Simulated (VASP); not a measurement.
# TaF4 (P4/mmm) in VASP: relaxation of cell and atoms with PBE

Aim: the relaxation of cell and atoms of TaF4 with PBE.

Program: VASP 6.6.1. These are calculated values, not measurements. Logs are shortened: lines on timing, memory, paths and dates and some standing lists are left out, and cuts for length are marked.

## (1) The cell of the first run

The structure is tetragonal, space group P4/mmm (No. 123). The conventional cell has a = 3.552 Å, b = 3.552 Å, c = 6.230 Å, α = 90.00°, β = 90.00°, γ = 90.00°. Ta (site symmetry 4/mmm) has 8 F at 2.11 Å within 2.8 Å. Within 2.8 Å of F (site symmetry 2mm) lie 2 Ta at 2.11 Å and 5 F at 2.27 to 2.51 Å.

## (2) Relaxation of cell and atoms, PBE, collinear spin, ferromagnetic start

The input, INCAR:

```
SYSTEM = TaF4
PREC = Accurate
ENCUT = 600
EDIFF = 1E-7
ISMEAR = 0
SIGMA = 0.1
LREAL = .FALSE.
LASPH = .TRUE.
NELM = 150
ALGO = Normal
ISIF = 3
LWAVE = .FALSE.
LCHARG = .FALSE.
ISPIN = 2
MAGMOM = 0.55 0 0 0 0
LORBIT = 11
LMAXMIX = 4
GGA = PE
IBRION = 2
NSW = 90
EDIFFG = -0.04
```

The input, KPOINTS:

```
regular mesh
0
G
  6 6 4
  0 0 0
```

The input, POSCAR:

```
TaF4
1.0
    3.5523879593      0.0000000000      0.0000000000
    0.0000000000      3.5523879593      0.0000000000
    0.0000000000      0.0000000000      6.2297971312
Ta F
1 4
Direct
    0.0000000000      0.0000000000      0.0000000000
    0.5000000000      0.0000000000      0.1823204100
    0.0000000000      0.5000000000      0.8176795900
    0.5000000000      0.0000000000      0.8176795900
    0.0000000000      0.5000000000      0.1823204100
```

Potentials or basis: VASP PAW PBE potentials, release 64 (Ta_pv, F).

Launch:

```bash
$ cat potpaw_PBE.64/Ta_pv/POTCAR potpaw_PBE.64/F/POTCAR > POTCAR
$ mpirun -np 1 vasp_std > vasp.out
```

OUTCAR:

```text
SYSTEM = TaF4
   PREC = Accurate
   ENCUT = 600
   EDIFF = 1E-7
   ISMEAR = 0
   LREAL = .FALSE.
   LASPH = .TRUE.
   NELM = 150
   ISIF = 3
   ISPIN = 2
   LORBIT = 11
   GGA = PE
   IBRION = 2
   NSW = 90
   EDIFFG = -0.04

 ion  position               nearest neighbor table
   1  0.000  0.000  0.000-   2 2.11   3 2.11   4 2.11   5 2.11   3 2.11   5 2.11   2 2.11   4 2.11

   2  0.500  0.000  0.182-   1 2.11   1 2.11
   3  0.000  0.500  0.818-   1 2.11   1 2.11
   4  0.500  0.000  0.818-   1 2.11   1 2.11
   5  0.000  0.500  0.182-   1 2.11   1 2.11

  LATTYP: Found a simple tetragonal cell.
 ALAT       =     3.5523879593
 C/A-ratio  =     1.7536927843

  Lattice vectors:

 A1 = (   3.5523879593,   0.0000000000,   0.0000000000)
 A2 = (   0.0000000000,   3.5523879593,   0.0000000000)
 A3 = (   0.0000000000,   0.0000000000,   6.2297971312)

Analysis of symmetry for initial positions (statically):
=====================================================================
 Subroutine PRICEL returns:
 Original cell was already a primitive cell.

 Routine SETGRP: Setting up the symmetry group for a
 simple tetragonal supercell.

 Subroutine GETGRP returns: Found 16 space group operations
 (whereof 16 operations were pure point group operations)
 out of a pool of 16 trial point group operations.

The static configuration has the point symmetry D_4h.

Analysis of symmetry for dynamics (positions and initial velocities):
=====================================================================
 Subroutine PRICEL returns:
 Original cell was already a primitive cell.

 Routine SETGRP: Setting up the symmetry group for a
 simple tetragonal supercell.

 Subroutine GETGRP returns: Found 16 space group operations
 (whereof 16 operations were pure point group operations)
 out of a pool of 16 trial point group operations.

The dynamic configuration has the point symmetry D_4h.

Analysis of structural, dynamic, and magnetic symmetry:
=====================================================================
 Subroutine PRICEL returns:
 Original cell was already a primitive cell.

 Routine SETGRP: Setting up the symmetry group for a
 simple tetragonal supercell.

 Subroutine GETGRP returns: Found 16 space group operations
 (whereof 16 operations were pure point group operations)
 out of a pool of 16 trial point group operations.

The overall configuration has the point symmetry D_4h.

 Subroutine INISYM returns: Found 16 space group operations
 (whereof 16 operations are pure point group operations),
 and found     1 'primitive' translations

----------------------------------------------------------------------------------------

                                     Primitive cell

  volume of cell :      78.6167

  direct lattice vectors                    reciprocal lattice vectors
     3.552387959  0.000000000  0.000000000     0.281500785  0.000000000  0.000000000
     0.000000000  3.552387959  0.000000000     0.000000000  0.281500785  0.000000000
     0.000000000  0.000000000  6.229797131     0.000000000  0.000000000  0.160518871

  length of vectors
     3.552387959  3.552387959  6.229797131     0.281500785  0.281500785  0.160518871

  position of ions in fractional coordinates (direct lattice)
     0.000000000  0.000000000  0.000000000
     0.500000000  0.000000000  0.182320410
     0.000000000  0.500000000  0.817679590
     0.500000000  0.000000000  0.817679590
     0.000000000  0.500000000  0.182320410

  ion indices of the primitive-cell ions
   primitive index   ion index
                 1           1
[... 104 lines left out ...]
   IVDW    =     0    specifies the selected vdW correction
   LEPSILON=     F    determine dielectric tensor
   LRPA    =     F    only Hartree local field effects (RPA)
 conjugate gradient relaxation of ions
 spin polarized calculation
 Gauss-broadening in eV      SIGMA  =   0.10
  energy-cutoff  :      600.00
  volume of cell :       78.62
 maximum number of plane-waves:      2640
   NGX = 15   NGY = 15   NGZ = 25

--------------------------------------- Ionic step        1  -------------------------------------------

 number of electron      39.0000041 magnetization       1.0000840

 Free energy of the ion-electron system (eV)
  ---------------------------------------------------
  ext. energy  EPLUGINS =         0.00000000
  ---------------------------------------------------
  free energy    TOTEN  =       -33.10667948 eV

  energy without entropy =      -33.09329855  energy(sigma->0) =      -33.09998901

------------------------ aborting loop because EDIFF is reached ----------------------------------------

  FORCE on cell =-STRESS in cart. coord.  units (eV):
  Direction    XX          YY          ZZ          XY          YZ          ZX
  --------------------------------------------------------------------------------------
  -------------------------------------------------------------------------------------
  Total        0.1386303      0.1386303     -0.2717304      0.0000000      0.0000000     -0.0000000
  in kB        2.8252313      2.8252313     -5.5377597      0.0000000      0.0000000     -0.0000000
  external PRESSURE =       0.0375676 kB  Pullay stress =       0.0000000 kB

 VOLUME and BASIS-vectors are now :
 -----------------------------------------------------------------------------
  energy-cutoff  :      600.00
  volume of cell :       78.62
      direct lattice vectors                 reciprocal lattice vectors
     3.552387959  0.000000000  0.000000000     0.281500785  0.000000000  0.000000000
     0.000000000  3.552387959  0.000000000     0.000000000  0.281500785  0.000000000
     0.000000000  0.000000000  6.229797131     0.000000000  0.000000000  0.160518871

 POSITION                                       TOTAL-FORCE (eV/Angst)
 -----------------------------------------------------------------------------------
      0.00000      0.00000      0.00000        -0.000000     -0.000000      0.000000
      1.77619      0.00000      1.13582         0.000000      0.000000     -0.006348
      0.00000      1.77619      5.09398        -0.000000      0.000000      0.006348
      1.77619      0.00000      5.09398        -0.000000     -0.000000      0.006348
      0.00000      1.77619      1.13582         0.000000      0.000000     -0.006348
 -----------------------------------------------------------------------------------
    total drift:                                0.000000      0.000000      0.000000

  FREE ENERGIE OF THE ION-ELECTRON SYSTEM (eV)
  ---------------------------------------------------
  free  energy   TOTEN  =       -33.1066794762 eV

  energy  without entropy=      -33.0932985537  energy(sigma->0) =      -33.09998901

--------------------------------------- Ionic step        2  -------------------------------------------

 number of electron      39.0000041 magnetization       0.9999999

 Free energy of the ion-electron system (eV)
  ---------------------------------------------------
  ext. energy  EPLUGINS =         0.00000000
  ---------------------------------------------------
  free energy    TOTEN  =       -33.10727338 eV

  energy without entropy =      -33.09438005  energy(sigma->0) =      -33.10082672

 E-fermi :   1.3105     XC(G=0):  -8.4678

 val. band max:        1.3093511516   @ k =   0.1667   0.1667   0.5000
 cond. band min:       1.3105356587   @ k =   0.1667   0.0000   0.2500
 fundamental gap:      0.0011845071
 Fermi energy:         1.3104594110

 spin component 1

 k-point     1 :       0.0000    0.0000    0.0000
  band No.  band energies     occupation
      1     -36.2169      1.00000
      2     -36.2169      1.00000
      3     -36.1100      1.00000
      4     -24.9182      1.00000
      5     -24.0322      1.00000
      6     -23.7219      1.00000
[... 613 lines left out ...]
     22       3.6283      0.00000
     23       4.8882      0.00000

 [... further k-points ...]

 spin component 2

 k-point     1 :       0.0000    0.0000    0.0000
  band No.  band energies     occupation
      1     -35.7272      1.00000
      2     -35.7272      1.00000
      3     -35.3681      1.00000
      4     -24.9038      1.00000
      5     -24.0245      1.00000
      6     -23.7079      1.00000
[... 613 lines left out ...]
     22       4.0396      0.00000
     23       5.4141      0.00000

 [... further k-points ...]
[... 5 lines left out ...]
  --------------------------------------------------------------------------------------
  -------------------------------------------------------------------------------------
  Total       -0.0134410     -0.0134410     -0.0701300      0.0000000      0.0000000     -0.0000000
  in kB       -0.2739097     -0.2739097     -1.4291537      0.0000000      0.0000000     -0.0000000
  external PRESSURE =      -0.6589910 kB  Pullay stress =       0.0000000 kB

 VOLUME and BASIS-vectors are now :
 -----------------------------------------------------------------------------
  energy-cutoff  :      600.00
  volume of cell :       78.62
      direct lattice vectors                 reciprocal lattice vectors
     3.557139557  0.000000000 -0.000000000     0.281124759  0.000000000  0.000000000
     0.000000000  3.557139557 -0.000000000    -0.000000000  0.281124759 -0.000000000
    -0.000000000  0.000000000  6.213463855     0.000000000  0.000000000  0.160940825

 POSITION                                       TOTAL-FORCE (eV/Angst)
 -----------------------------------------------------------------------------------
      3.55714      3.55714     -0.00000         0.000000      0.000000      0.000000
      1.77857      0.00000      1.13254        -0.000000      0.000000      0.038026
      3.55714      1.77857      5.08093         0.000000     -0.000000     -0.038026
      1.77857      3.55714      5.08093         0.000000     -0.000000     -0.038026
     -0.00000      1.77857      1.13254        -0.000000      0.000000      0.038026
 -----------------------------------------------------------------------------------
    total drift:                                0.000000      0.000000     -0.000000

  FREE ENERGIE OF THE ION-ELECTRON SYSTEM (eV)
  ---------------------------------------------------
  free  energy   TOTEN  =       -33.1072733763 eV

  energy  without entropy=      -33.0943800541  energy(sigma->0) =      -33.10082672

 reached required accuracy - stopping structural energy minimisation

 total charge

# of ion       s       p       d       tot
------------------------------------------
    1        0.244   6.194   2.038   8.475
    2        1.738   4.367   0.000   6.105
    3        1.738   4.367   0.000   6.105
    4        1.738   4.367   0.000   6.105
    5        1.738   4.367   0.000   6.105
--------------------------------------------------
tot          7.197  23.660   2.038  32.894

 magnetization (x)

# of ion       s       p       d       tot
------------------------------------------
    1        0.013   0.007   0.821   0.841
    2        0.000  -0.003   0.000  -0.003
    3        0.000  -0.003   0.000  -0.003
    4        0.000  -0.003   0.000  -0.003
    5        0.000  -0.003   0.000  -0.003
--------------------------------------------------
tot          0.014  -0.007   0.821   0.829
```

It took 5.1 min on 1 thread of Intel Xeon 6975P-C, shared host; peak memory 0.28 GiB.

Results:

```yaml
Free_energy: -33.1073 eV
Energy_gained_by_relaxing: 0.1 meV/atom
Ionic_steps: 2
Pressure_after_relaxing: -0.1 GPa
Largest_force_after_relaxing: 0.038 eV/Å
Band_gap_on_the_k_mesh: zero (filled and empty bands overlap)
Net_moment: 1.00 μB per cell
Site_moments: Ta +0.84; F -0.00 μB
Valence_electrons_inside_the_program's_atomic_spheres: Ta 8.47; F 6.11
```

Forces on the atoms (eV/Å):
```
Ta   0.000  0.000  0.000
F    0.000  0.000  0.038
F    0.000  0.000 -0.038
F    0.000  0.000 -0.038
F    0.000  0.000  0.038
```

Step by step:
```csv
step,energy change (eV),largest force (eV/Å),pressure (GPa),volume (Å³)
1,0.0000,0.0063,0.00,78.62
2,-0.0006,0.0380,-0.07,78.62
```

Final structure:
```
CELL_PARAMETERS angstrom
3.55714 0.00000 0.00000
0.00000 3.55714 0.00000
0.00000 0.00000 6.21346
ATOMIC_POSITIONS crystal
Ta 0.00000 0.00000 0.00000
F 0.50000 0.00000 0.18227
F 0.00000 0.50000 0.81773
F 0.50000 0.00000 0.81773
F 0.00000 0.50000 0.18227
```

Caveat: spin-orbit coupling is left out, which moves the levels of the heavy elements.
